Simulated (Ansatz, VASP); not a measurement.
# Two plane-wave programs on BaSnAu

```
Ba Sn Au
1.0
     4.06366    0.00000    0.00000
     0.00000    4.06366    0.00000
     0.00000    0.00000    6.29865
Ba Sn Au
1 1 1
Cartesian
  0.0000 0.0000 0.0000
  2.0318 2.0318 3.1493
  0.0000 0.0000 3.1493
```

Alike in both runs: task relaxation of cell and atoms; functional PBE; k mesh 4 × 4 × 4; occupations gaussian, width 0.1 eV; no spin polarisation.

|  | VASP | Ansatz |
| --- | --- | --- |
| version | VASP 6.6.1 | Ansatz 0.2.0 |
| potentials or method | VASP PAW PBE potentials, release 64 (Ba_sv, Sn_d, Au_sv_GW), cutoff 500 eV | scalar-relativistic, plane waves, PAW |
| valence electrons in the cell | 43 | 43 |

Ansatz gave:

```
gap on the k mesh at the Fermi level, each at its own relaxed structure (eV) : none
relaxed volume (Å³/atom)                                                     : 33.74
relaxed cell length with the largest relative difference (Å)                 : 6.275
```

**Question.** What did VASP give for the same quantities?

**Answer.** gap on the k mesh at the Fermi level, each at its own relaxed structure (eV): none; relaxed volume (Å³/atom): 33.94; relaxed cell length with the largest relative difference (Å): 6.317.

A gap of «none» marks a metal or a gap that the smearing closes.

The k mesh is coarse, so the values compare programs but aren't converged. Neither program's run includes spin-orbit coupling.
